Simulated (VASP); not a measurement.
A run of VASP 6.6.1:

File INCAR:

```
PREC = Accurate ; ENCUT = 500
EDIFF = 1E-6 ; ISMEAR = -1
SIGMA = 0.1 ; LREAL = False
LASPH = True ; NELM = 120
ALGO = Normal ; ISIF = 2
LWAVE = False ; LCHARG = True
GGA = PE ; LELF = True
LVHAR = True ; NBANDS = 18
GGA_COMPAT = False
```

File KPOINTS:

```
Automatic mesh
0
Gamma
  13 13 12
```

File POSCAR:

```
Au
1.0
   -3.0889408984      3.5146449347      1.3972314652
    3.5146449347     -3.0889408984      1.3972314652
    2.0205387349      2.0205387349     -0.6175537429
Au
2
Direct
    0.0074437139      0.9925562861      0.0000000000
    0.7425562861      0.2574437139      0.5000000000
```

Potentials or basis: VASP PAW PBE potentials, release 64 (Au).

The run is started by

```console
$ cat potpaw_PBE.64/Au/POTCAR > POTCAR
$ mpirun -np 1 vasp_std > vasp.out
```

Hardware: 1 thread of Oxide Virtual Turin-like Processor, with other jobs on the host.

Question: How long does it take, and how much memory?

Answer: Wall time 8.1 min on 1 thread of Oxide Virtual Turin-like Processor, with other jobs on the host, peak memory 0.39 GiB. Counts: scf iterations 11, k points 553.
